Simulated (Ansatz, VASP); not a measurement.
## FePt in VASP and in Ansatz

The input INCAR:

```
SYSTEM = FePt
  PREC = Accurate
  ENCUT = 600
  EDIFF = 1E-7
  ISMEAR = -1
  SIGMA = 0.05
  LREAL = .FALSE.
  LASPH = .TRUE.
  NELM = 150
  ALGO = Normal
  ISIF = 3
  LWAVE = .FALSE.
  LCHARG = .FALSE.
  ISPIN = 2
  MAGMOM = 0 3
  LORBIT = 11
  LMAXMIX = 4
  GGA = PE
  IBRION = 2
  NSW = 80
  EDIFFG = -0.02
```

The input KPOINTS:

```
regular mesh
0
G
  10 10 7
  0 0 0
```

The input POSCAR:

```
FePt
1.0
    2.7235000000      0.0000000000      0.0000000000
    0.0000000000      2.7235000000      0.0000000000
    0.0000000000      0.0000000000      3.7200000000
Pt Fe
1 1
Direct
    0.5000000000      0.5000000000      0.5000000000
    0.0000000000      0.0000000000      0.0000000000
```

The input input.yaml:

```yaml
crystal:
  lattice:
    - [2.7235, 0.0, 0.0]
    - [0.0, 2.7235, 0.0]
    - [0.0, 0.0, 3.72]
  atoms:
    - { symbol: Pt, position: [0.5, 0.5, 0.5] }
    - { symbol: Fe, position: [0.0, 0.0, 0.0], spin: 3.0 }
kpoints:
  mp_grid: { grid: [10, 10, 7] }
scf:
  occupations: { method: fermi_dirac, width: 0.05 }
hamiltonian:
  xc: pbe
  pseudopotentials: { kind: all_electron, lapw: { basis_error: 0.001 } }
magnetization:
  spin_polarized: true
output:
  forces: true
  stress: true
relax:
  f_tol: 0.02
  max_steps: 60
  cell: {}
```

Alike in both runs: task relaxation of cell and atoms; functional PBE; k mesh 10 × 10 × 7; occupations fermi-dirac, width 0.05 eV; collinear spin.

|  | VASP | Ansatz |
| --- | --- | --- |
| version | VASP 6.6.1 | Ansatz 0.2.0 |
| potentials or method | VASP PAW PBE potentials, release 64 (Pt, Fe), cutoff 600 eV | all-electron LAPW, scalar-relativistic |

```csv
,VASP,Ansatz,Ansatz less VASP
net moment per atom (μB),1.65,1.65,+0.006
size of the moment on the site where the two differ most (μB),2.94,2.99,+0.054
relaxed volume (Å³/atom),13.99,14.02,+0.029
relaxed cell length with the largest relative difference (Å),3.743,3.747,+0.0041
```

Site moments also hang on the region over which each program counts them. Ansatz ran all-electron here, and VASP with PAW potentials.

Neither program's run includes spin-orbit coupling.
